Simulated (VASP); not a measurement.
# SrB4Pt (P4/mmm) in VASP: a series of runs

The runs below take SrB4Pt through single point, relaxation of cell and atoms, with PBE.

All numbers are computed with VASP 6.6.1; they aren't measurements. Logs are shortened: lines on timing, memory, paths and dates and some standing lists are left out, and cuts for length are marked.

### Step 1. The cell of the first run

The structure is tetragonal, space group P4/mmm (No. 123). The conventional cell has a = 3.144 Å, b = 3.144 Å, c = 8.747 Å, α = 90.00°, β = 90.00°, γ = 90.00°. Within 3.9 Å of Sr (site symmetry 4/mmm) lie 8 B at 2.96 Å and 4 Sr at 3.14 Å. Within 2.1 Å of B (site symmetry 4mm) lie 1 B at 1.59 Å. Within 2.1 Å of B (site symmetry 4mm) lie 2 B at 1.59 to 1.65 Å. Pt (site symmetry 4/mmm) has 8 B at 2.37 Å within 3.1 Å.

### Step 2. Single point, PBE

INCAR

```
SYSTEM = SrB4Pt
PREC = Accurate
ENCUT = 520
EDIFF = 1E-6
ISMEAR = 0
SIGMA = 0.1
LREAL = .FALSE.
LASPH = .TRUE.
NELM = 100
ALGO = Normal
ISIF = 2
LWAVE = .FALSE.
LCHARG = .FALSE.
GGA = PE
NBANDS = 25
```

KPOINTS

```
regular mesh
0
G
  12 12 4
  0 0 0
```

POSCAR

```
SrB4Pt
1.0
    3.1438132653      0.0000000000      0.0000000000
    0.0000000000      3.1438132653      0.0000000000
    0.0000000000      0.0000000000      8.7474876880
Sr B Pt
1 4 1
Direct
    0.0000000000      0.0000000000      0.5000000000
    0.5000000000      0.5000000000      0.2758952054
    0.5000000000      0.5000000000      0.9058634402
    0.5000000000      0.5000000000      0.0941365598
    0.5000000000      0.5000000000      0.7241047946
    0.0000000000      0.0000000000      0.0000000000
```

Potentials or basis: VASP PAW PBE potentials, release 64 (Sr_sv, B, Pt).

The run is started by

```bash
$ cat potpaw_PBE.64/Sr_sv/POTCAR potpaw_PBE.64/B/POTCAR potpaw_PBE.64/Pt/POTCAR > POTCAR
$ mpirun -np 1 vasp_std > vasp.out
```

OUTCAR:

```text
SYSTEM = SrB4Pt
   PREC = Accurate
   ENCUT = 520
   EDIFF = 1E-6
   ISMEAR = 0
   LREAL = .FALSE.
   LASPH = .TRUE.
   NELM = 100
   ISIF = 2
   GGA = PE

 ion  position               nearest neighbor table
   1  0.000  0.000  0.500-   2 2.96   5 2.96   2 2.96   5 2.96   2 2.96   5 2.96   2 2.96   5 2.96

   2  0.500  0.500  0.276-   4 1.59   1 2.96   1 2.96   1 2.96   1 2.96
   3  0.500  0.500  0.906-   5 1.59   4 1.65   6 2.37   6 2.37   6 2.37   6 2.37
   4  0.500  0.500  0.094-   2 1.59   3 1.65   6 2.37   6 2.37   6 2.37   6 2.37
   5  0.500  0.500  0.724-   3 1.59   1 2.96   1 2.96   1 2.96   1 2.96
   6  0.000  0.000  0.000-   3 2.37   4 2.37   3 2.37   4 2.37   3 2.37   4 2.37   3 2.37   4 2.37

  LATTYP: Found a simple tetragonal cell.
 ALAT       =     3.1438132653
 C/A-ratio  =     2.7824450595

  Lattice vectors:

 A1 = (   3.1438132653,   0.0000000000,   0.0000000000)
 A2 = (   0.0000000000,   3.1438132653,   0.0000000000)
 A3 = (   0.0000000000,   0.0000000000,   8.7474876880)

Analysis of symmetry for initial positions (statically):
=====================================================================
 Subroutine PRICEL returns:
 Original cell was already a primitive cell.

 Routine SETGRP: Setting up the symmetry group for a
 simple tetragonal supercell.

 Subroutine GETGRP returns: Found 16 space group operations
 (whereof 16 operations were pure point group operations)
 out of a pool of 16 trial point group operations.

The static configuration has the point symmetry D_4h.

Analysis of symmetry for dynamics (positions and initial velocities):
=====================================================================
 Subroutine PRICEL returns:
 Original cell was already a primitive cell.

 Routine SETGRP: Setting up the symmetry group for a
 simple tetragonal supercell.

 Subroutine GETGRP returns: Found 16 space group operations
 (whereof 16 operations were pure point group operations)
 out of a pool of 16 trial point group operations.

The dynamic configuration has the point symmetry D_4h.

 Subroutine INISYM returns: Found 16 space group operations
 (whereof 16 operations are pure point group operations),
 and found     1 'primitive' translations

----------------------------------------------------------------------------------------

                                     Primitive cell

  volume of cell :      86.4563

  direct lattice vectors                    reciprocal lattice vectors
     3.143813265  0.000000000  0.000000000     0.318085050  0.000000000  0.000000000
     0.000000000  3.143813265  0.000000000     0.000000000  0.318085050  0.000000000
     0.000000000  0.000000000  8.747487688     0.000000000  0.000000000  0.114318538

  length of vectors
     3.143813265  3.143813265  8.747487688     0.318085050  0.318085050  0.114318538

  position of ions in fractional coordinates (direct lattice)
     0.000000000  0.000000000  0.500000000
     0.500000000  0.500000000  0.275895205
     0.500000000  0.500000000  0.905863440
     0.500000000  0.500000000  0.094136560
     0.500000000  0.500000000  0.724104795
     0.000000000  0.000000000  0.000000000

  ion indices of the primitive-cell ions
   primitive index   ion index
                 1           1
                 2           2
                 3           3
                 4           4
                 5           5
                 6           6

----------------------------------------------------------------------------------------

 KPOINTS: regular mesh

Automatic generation of k-mesh.
 Grid dimensions read from file:
 generate k-points for:   12   12    4

 Generating k-lattice:

  Cartesian coordinates                     Fractional coordinates (reciprocal lattice)
     0.026507088  0.000000000  0.000000000     0.083333333  0.000000000  0.000000000
     0.000000000  0.026507088  0.000000000     0.000000000  0.083333333  0.000000000
     0.000000000  0.000000000  0.028579634     0.000000000  0.000000000  0.250000000

  Length of vectors
     0.026507088  0.026507088  0.028579634

  Shift w.r.t. Gamma in fractional coordinates (k-lattice)
     0.000000000  0.000000000  0.000000000

 Subroutine IBZKPT returns following result:
 ===========================================

 Found     84 irreducible k-points:

 Following reciprocal coordinates:
            Coordinates               Weight
  0.000000  0.000000  0.000000      1.000000
  0.083333  0.000000  0.000000      4.000000
  0.166667  0.000000  0.000000      4.000000
  0.250000  0.000000  0.000000      4.000000
  0.333333  0.000000  0.000000      4.000000
  0.416667  0.000000  0.000000      4.000000
[... 16 lines left out ...]
  0.333333  0.333333  0.000000      4.000000
  0.416667  0.333333  0.000000      8.000000
 [... further k-points ...]
   k-points           NKPTS =     84   k-points in BZ     NKDIM =     84   number of bands    NBANDS=     25
   number of dos      NEDOS =    301   number of ions     NIONS =      6
   total plane-waves  NPLWV =  40320
   dimension x,y,z NGX =    24 NGY =   24 NGZ =   70
   dimension x,y,z NGXF=    48 NGYF=   48 NGZF=  140
   ions per type =               1   4   1
   NGX,Y,Z   is equivalent  to a cutoff of  12.69, 12.69, 13.30 a.u.
   NGXF,Y,Z  is equivalent  to a cutoff of  25.38, 25.38, 26.61 a.u.
 SYSTEM =  SrB4Pt
   PREC   = accura    normal or accurate (medium, high low for compatibility)
   ISTART =      0    job   : 0-new  1-cont  2-samecut
   ICHARG =      2    charge: 1-file 2-atom 10-const
   ISPIN  =      1    spin polarized calculation?
   LNONCOLLINEAR =      F non collinear calculations
   LSORBIT =      F    spin-orbit coupling
   LASPH  =      T    aspherical Exc in radial PAW
   ENCUT  =  520.0 eV  38.22 Ry    6.18 a.u.   5.85  5.85 16.26*2*pi/ulx,y,z
   NELM   =    100;   NELMIN=  2; NELMDL= -5     # of ELM steps
   EDIFF  = 0.1E-05   stopping-criterion for ELM
   LREAL  =      F    real-space projection
   EDIFFG = 0.1E-04   stopping-criterion for IOM
   NSW    =      0    number of steps for IOM
   IBRION =     -1    ionic relax: 0-MD 1-quasi-New 2-CG
   NFREE  =      0    steps in history (QN), initial steepest desc. (CG)
   ISIF   =      2    stress and relaxation
   ISYM   =      2    0-nonsym 1-usesym 2-fastsym
   POTIM  = 0.5000    time-step for ionic-motion
   TEBEG  =    0.0;   TEEND  =   0.0 temperature during run
   PSTRESS=    0.0 pullay stress
   NELECT =      32.0000    total number of electrons
   NUPDOWN=      -1.0000    fix difference up-down
   EMIN   =  10.00;   EMAX   =-10.00  energy-range for DOS
   EFERMI =   0.00;   METHOD = LEGACY
   ISMEAR =     0;   SIGMA  =   0.10  broadening in eV -4-tet -1-fermi 0-gaus
   EFERMI_NEDOS =   21; number of points for ismear=-14 and -15
   IALGO  =     38    algorithm
   IMIX   =      4    mixing-type and parameters
     AMIX     =   0.40;   BMIX     =  1.00
     AMIX_MAG =   1.60;   BMIX_MAG =  1.00
  volume/ion in A,a.u.               =      14.41        97.24
  Fermi-wavevector in a.u.,A,eV,Ry     =   1.175419  2.221219 18.797929  1.381609
  Thomas-Fermi vector in A             =   2.311800
   LORBIT       =      0    0 simple, 1 ext, 2 COOP (PROOUT), +10 PAW based schemes
   GGA     = PE    functional components
   LHFCALC =     F    Hartree Fock is set to
   AEXX    =    0.0000 exact exchange contribution
   IVDW    =     0    specifies the selected vdW correction
   LEPSILON=     F    determine dielectric tensor
   LRPA    =     F    only Hartree local field effects (RPA)
 non-spin polarized calculation
 Gauss-broadening in eV      SIGMA  =   0.10
  energy-cutoff  :      520.00
  volume of cell :       86.46
 maximum number of plane-waves:      2376
 NGX is ok and might be reduce to    24
   NGX = 11   NGY = 11   NGZ = 33

 number of electron      32.0000004 magnetization

 Free energy of the ion-electron system (eV)
  ---------------------------------------------------
  ext. energy  EPLUGINS =         0.00000000
  ---------------------------------------------------
  free energy    TOTEN  =       -30.05671605 eV

  energy without entropy =      -30.04723369  energy(sigma->0) =      -30.05197487

 E-fermi :   4.6811     XC(G=0): -10.5139

 val. band max:        4.6805218413   @ k =   0.1667   0.1667   0.5000
 cond. band min:       4.6880739511   @ k =   0.0833   0.0000   0.0000
 fundamental gap:      0.0075521099
 Fermi energy:         4.6810690001

 k-point     1 :       0.0000    0.0000    0.0000
  band No.  band energies     occupation
      1     -30.5043      2.00000
      2     -12.5667      2.00000
      3     -11.8732      2.00000
      4     -11.8732      2.00000
      5      -7.8132      2.00000
      6      -4.0768      2.00000
[... 17 lines left out ...]
     24       9.6783      0.00000
     25      11.6037      0.00000

 k-point     2 :       0.0833    0.0000    0.0000
  band No.  band energies     occupation
      1     -30.4920      2.00000
      2     -12.5481      2.00000
      3     -11.9950      2.00000
      4     -11.8628      2.00000
      5      -7.7051      2.00000
      6      -4.0428      2.00000
[... 17 lines left out ...]
     24      10.2268      0.00000
     25      11.5668      0.00000

 k-point     3 :       0.1667    0.0000    0.0000
  band No.  band energies     occupation
      1     -30.4580      2.00000
      2     -12.4966      2.00000
      3     -12.3135      2.00000
      4     -11.8343      2.00000
      5      -7.3879      2.00000
      6      -3.9482      2.00000
[... 552 lines left out ...]
 k-point    23 :       0.3333    0.3333    0.0000
  band No.  band energies     occupation
      1     -30.2283      2.00000
      2     -12.9265      2.00000
      3     -12.8636      2.00000
      4     -12.1700      2.00000
      5      -5.8054      2.00000
      6      -2.8519      2.00000
[... 17 lines left out ...]
     24      10.2858      0.00000
     25      11.2876      0.00000

 k-point    24 :       0.4167    0.3333    0.0000
  band No.  band energies     occupation
      1     -30.1944      2.00000
      2     -13.1446      2.00000
      3     -12.8423      2.00000
      4     -12.1240      2.00000
      5      -5.7558      2.00000
      6      -2.5680      2.00000
[... 17 lines left out ...]
     24      10.1877      0.00000
     25      10.7988      0.00000

 [... further k-points ...]
[... 5 lines left out ...]
  --------------------------------------------------------------------------------------
  -------------------------------------------------------------------------------------
  Total        0.0505200      0.0505200      0.0242984      0.0000000      0.0000000     -0.0000000
  in kB        0.9362173      0.9362173      0.4502894      0.0000000      0.0000000     -0.0000000
  external PRESSURE =       0.7742413 kB  Pullay stress =       0.0000000 kB

 VOLUME and BASIS-vectors are now :
 -----------------------------------------------------------------------------
  energy-cutoff  :      520.00
  volume of cell :       86.46
      direct lattice vectors                 reciprocal lattice vectors
     3.143813265  0.000000000  0.000000000     0.318085050  0.000000000  0.000000000
     0.000000000  3.143813265  0.000000000     0.000000000  0.318085050  0.000000000
     0.000000000  0.000000000  8.747487688     0.000000000  0.000000000  0.114318538

 POSITION                                       TOTAL-FORCE (eV/Angst)
 -----------------------------------------------------------------------------------
      0.00000      0.00000      4.37374        -0.000000     -0.000000      0.000000
      1.57191      1.57191      2.41339         0.000000     -0.000000     -0.006966
      1.57191      1.57191      7.92403        -0.000000      0.000000     -0.003170
      1.57191      1.57191      0.82346        -0.000000     -0.000000      0.003170
      1.57191      1.57191      6.33410        -0.000000      0.000000      0.006966
      0.00000      0.00000      0.00000        -0.000000     -0.000000      0.000000
 -----------------------------------------------------------------------------------
    total drift:                                0.000000     -0.000000      0.000000

  FREE ENERGIE OF THE ION-ELECTRON SYSTEM (eV)
  ---------------------------------------------------
  free  energy   TOTEN  =       -30.0567160495 eV

  energy  without entropy=      -30.0472336893  energy(sigma->0) =      -30.05197487
```

Run time: 1.8 min. Hardware: 1 thread of Intel Xeon 6975P-C (Granite Rapids), shared host; peak memory 0.32 GiB.

Results:

```yaml
Free_energy: -30.0567 eV
Pressure: 0.1 GPa
Largest_force: 0.007 eV/Å
Band_gap_on_the_k_mesh: zero (band 16 reaches 5.58 eV, above the bottom of band 17 at 4.18 eV)
```

Forces on the atoms (eV/Å):
```
Sr   0.000  0.000  0.000
B    0.000  0.000 -0.007
B    0.000  0.000 -0.003
B    0.000  0.000  0.003
B    0.000  0.000  0.007
Pt   0.000  0.000  0.000
```

Caveat: spin-orbit coupling is left out, which moves the levels of the heavy elements.

### Step 3. Relaxation of cell and atoms, PBE

This run uses another cell than the first one, of 14.38 Å³/atom, 0.998 times its volume.

INCAR

```
  PREC = Accurate
  ENCUT = 600
  EDIFF = 1E-7
  ISMEAR = 0
  SIGMA = 0.1
  LREAL = F
  LASPH = T
  NELM = 100
  ALGO = Normal
  ISIF = 3
  LWAVE = F
  LCHARG = F
  GGA = PE
  IBRION = 2
  NSW = 100
  EDIFFG = -0.01
```

KPOINTS

```
regular mesh
0
Gamma
  12 12 4
```

POSCAR

```
SrB4Pt
1.0
    3.1354781744      0.0000000000      0.0000000000
    0.0000000000      3.1354781744      0.0000000000
    0.0000000000      0.0000000000      8.7763606640
Sr B Pt
1 4 1
Direct
    0.0000000000      0.0000000000      0.5000000000
    0.5000000000      0.5000000000      0.2762808863
    0.5000000000      0.5000000000      0.9063693733
    0.5000000000      0.5000000000      0.0936306267
    0.5000000000      0.5000000000      0.7237191137
    0.0000000000      0.0000000000      0.0000000000
```

Potentials or basis: VASP PAW PBE potentials, release 64 (Sr_sv, B, Pt).

The run is started by

```bash
$ cat potpaw_PBE.64/Sr_sv/POTCAR potpaw_PBE.64/B/POTCAR potpaw_PBE.64/Pt/POTCAR > POTCAR
$ mpirun -np 1 vasp_std > vasp.out
```

Run time: 7.3 min. Hardware: 1 thread of Intel Xeon 6975P-C (Granite Rapids), shared host; peak memory 0.39 GiB.

It converged, with:

* Free energy: -30.0598 eV
* Relaxed volume: 14.43 Å³/atom
* Relaxed cell: a = 3.146 Å, b = 3.146 Å, c = 8.753 Å, α = 90.00°, β = 90.00°, γ = 90.00°
* Space group after relaxing (to 0.05 Å): P4/mmm (No. 123)
* Energy gained by relaxing: 0.8 meV/atom
* Ionic steps: 5
* Pressure after relaxing: 0.0 GPa
* Band gap on the k mesh: zero (band 16 reaches 5.56 eV, above the bottom of band 17 at 4.17 eV)

The path:
```tsv
step	energy change (eV)	largest force (eV/Å)	pressure (GPa)	volume (Å³)
1	0.0000	0.3760	0.04	86.28
2	0.0154	0.9796	0.66	86.32
3	-0.0041	0.0403	0.20	86.30
4	-0.0047	0.0142	0.05	86.49
5	-0.0047	0.0018	-0.03	86.61
```

Final structure:
```
CELL_PARAMETERS angstrom
3.14557 0.00000 0.00000
0.00000 3.14557 0.00000
0.00000 0.00000 8.75299
ATOMIC_POSITIONS crystal
Sr 0.00000 0.00000 0.50000
B 0.50000 0.50000 0.27572
B 0.50000 0.50000 0.90594
B 0.50000 0.50000 0.09406
B 0.50000 0.50000 0.72428
Pt 0.00000 0.00000 0.00000
```

Levels at points of the mesh, in eV from the Fermi level:
```csv
k point,band 12,band 13,band 14,band 15,band 16,band 17,band 18,band 19,band 20
"(0.00, 0.00, 0.00)",-3.02,-2.44,-1.33,-0.43,-0.43,1.47,1.98,2.43,2.43
"(0.50, 0.00, 0.00)",-2.75,-2.54,-1.66,-1.49,-1.42,-0.50,2.61,2.65,2.72
"(0.50, 0.50, 0.00)",-2.74,-2.43,-1.58,-0.93,-0.93,-0.50,0.85,0.85,1.42
"(0.00, 0.00, 0.50)",-3.02,-2.47,-0.81,-0.46,-0.46,1.47,1.55,2.87,2.87
"(0.50, 0.00, 0.50)",-3.25,-2.54,-2.14,-1.60,-1.04,0.70,1.13,2.29,3.21
"(0.50, 0.50, 0.50)",-3.02,-2.41,-1.58,-0.45,-0.45,-0.19,0.14,0.14,1.42
```

Caveat: spin-orbit coupling is left out, which moves the levels of the heavy elements.

### Step 4. Single point, PBE

This run uses another cell than the first one, of 11.62 Å³/atom, 0.806 times its volume.

INCAR

```
SYSTEM = SrB4Pt
PREC = Accurate
ENCUT = 520
EDIFF = 1E-6
ISMEAR = 0
SIGMA = 0.1
LREAL = .False.
LASPH = .True.
NELM = 100
ALGO = Normal
ISIF = 2
LWAVE = .False.
LCHARG = .False.
GGA = PE
NBANDS = 25
```

KPOINTS

```
regular mesh
0
Gamma
  6 6 2
  0 0 0
```

POSCAR

```
SrB4Pt
1.0
    2.6446765200      0.0000000000      0.0000000000
    0.0000000000      2.6446765200      0.0000000000
    0.0000000000      0.0000000000      9.9659645900
Sr B Pt
1 4 1
Direct
    0.0000000000      0.0000000000      0.5000000000
    0.5000000000      0.5000000000      0.3645260000
    0.5000000000      0.5000000000      0.8643389900
    0.5000000000      0.5000000000      0.1356610100
    0.5000000000      0.5000000000      0.6354740000
    0.0000000000      0.0000000000      0.0000000000
```

The run is started by

```bash
$ cat potpaw_PBE.64/Sr_sv/POTCAR potpaw_PBE.64/B/POTCAR potpaw_PBE.64/Pt/POTCAR > POTCAR
$ mpirun -np 1 vasp_std > vasp.out
```

Wall time 28 s (1 thread of Intel Xeon 6975P-C (Granite Rapids), shared host); peak memory 0.2 GiB.

The run converged. Its results:

```yaml
Free_energy: -20.5562 eV
Pressure: 36.2 GPa
Largest_force: 8.006 eV/Å
Band_gap_on_the_k_mesh: zero (band 16 reaches 7.88 eV, above the bottom of band 17 at 5.92 eV)
```

Forces in eV/Å, atoms in the order of the input:
```
Sr   0.000  0.000  0.000
B    0.000  0.000 -8.006
B    0.000  0.000 -2.382
B    0.000  0.000  2.382
B    0.000  0.000  8.006
Pt   0.000  0.000  0.000
```

Stress tensor (GPa, compression positive):
```
49.58  0.00  0.00
 0.00 49.58  0.00
 0.00  0.00  9.49
```

Levels at points of the mesh, in eV from the Fermi level:
| k point | band 12 | band 13 | band 14 | band 15 | band 16 | band 17 | band 18 | band 19 | band 20 | band 21 |
| --- | --- | --- | --- | --- | --- | --- | --- | --- | --- | --- |
| (0.00, 0.00, 0.00) | -4.20 | -3.39 | -2.56 | 0.52 | 0.70 | 1.10 | 2.96 | 2.96 | 3.39 | 3.39 |
| (0.50, 0.00, 0.00) | -3.83 | -3.26 | -2.95 | -1.95 | -0.29 | 0.06 | 0.25 | 2.54 | 2.84 | 3.80 |
| (0.50, 0.50, 0.00) | -3.06 | -3.06 | -2.96 | -1.47 | -0.97 | -0.66 | 0.77 | 0.77 | 2.07 | 3.41 |
| (0.00, 0.00, 0.50) | -4.20 | -3.19 | -2.56 | 0.15 | 0.52 | 1.84 | 2.82 | 2.82 | 3.65 | 3.65 |
| (0.50, 0.00, 0.50) | -4.16 | -3.26 | -2.37 | -1.95 | -0.55 | -0.31 | 0.49 | 2.53 | 2.91 | 3.35 |
| (0.50, 0.50, 0.50) | -2.76 | -2.76 | -2.55 | -2.46 | -0.66 | 0.44 | 0.44 | 0.58 | 0.66 | 3.88 |

Caveat: the k points lie up to 0.40 Å⁻¹ apart; spin-orbit coupling is left out, which moves the levels of the heavy elements; forces of over 1 eV/Å act on the atoms, so gaps and moduli don't describe the material at rest.

### Step 5. Summary

| task | cell | k mesh | cutoff (eV) | gap on the mesh (eV) | pressure (GPa) | largest force (eV/Å) |
| --- | --- | --- | --- | --- | --- | --- |
| single point | a = 3.144, b = 3.144, c = 8.747 Å, 6 atoms | 12 × 12 × 4 | 520 | none | 0.1 | 0.01 |
| relaxation of cell and atoms | relaxed from a = 3.135, b = 3.135, c = 8.776 Å, 6 atoms | 12 × 12 × 4 | 600 | none | 0.0 | - |
| single point | a = 2.645, b = 2.645, c = 9.966 Å, 6 atoms | 6 × 6 × 2 | 520 | none | 36.2 | 8.01 |

Alike in all rows: level PBE; potentials or basis VASP PAW PBE potentials, release 64 (Sr_sv, B, Pt); no spin polarisation; smearing gaussian 0.1 eV.

Caveats: some runs use coarse meshes; spin-orbit coupling is left out, which moves the levels of the heavy elements; forces of over 1 eV/Å act on the atoms, so gaps and moduli don't describe the material at rest (some runs).

Total energies depend on the potentials used, so only differences within one code and one set of settings carry meaning.
